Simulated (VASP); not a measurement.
Set up this calculation in VASP 6.6.1, as the native input.

| Quantity | Value |
| --- | --- |
| Task | single point |
| Functional | PBE |
| Potentials or basis | VASP PAW PBE potentials, release 64 (Mo_sv, Sb) |
| Cutoff | 520 eV |
| k mesh | 9 × 9 × 5 |
| Occupations | fermi-dirac, width 0.05 eV |
| Spin | no spin polarisation |
| Dipole correction | no |
| Further INCAR settings | ALGO = Normal; EDIFF = 1e-07; NBANDS = 27 |

The structure of SbMo (wurtzite type) lies in POSCAR:

```
SbMo
1.0
    4.6437666217      0.0000000000      0.0000000000
   -2.3218833109      4.0216198636      0.0000000000
    0.0000000000      0.0000000000      5.4541150899
Mo Sb
2 2
Direct
    0.3333333333      0.6666666667     -0.0619932741
    0.6666666667      0.3333333333      0.4380067259
    0.3333333333      0.6666666667      0.4379932741
    0.6666666667      0.3333333333      0.9379932741
```

One way to write it, as run:

INCAR

```
PREC = Accurate
ENCUT = 520
EDIFF = 1E-7
ISMEAR = -1
SIGMA = 0.05
LREAL = False
LASPH = True
NELM = 100
ALGO = Normal
ISIF = 2
LWAVE = False
LCHARG = True
GGA = PE
LELF = True
LVHAR = True
NBANDS = 27
```

KPOINTS

```
Automatic mesh
0
Gamma
  9 9 5
```

Potentials or basis: VASP PAW PBE potentials, release 64 (Mo_sv, Sb).

Launch:

```console
$ cat potpaw_PBE.64/Mo_sv/POTCAR potpaw_PBE.64/Sb/POTCAR > POTCAR
$ mpirun -np 1 vasp_std > vasp.out
```

It gave:

The pressure is -0.1 GPa. The band gap on the k mesh is zero (band 19 reaches 7.89 eV, above the bottom of band 20 at 7.37 eV).

Caveat: spin-orbit coupling is left out, which moves the levels of the heavy elements.

It took 39 s on 1 thread of Intel(R) Xeon(R) 6975P-C (Granite Rapids), on a shared host, peak memory 0.26 GiB.
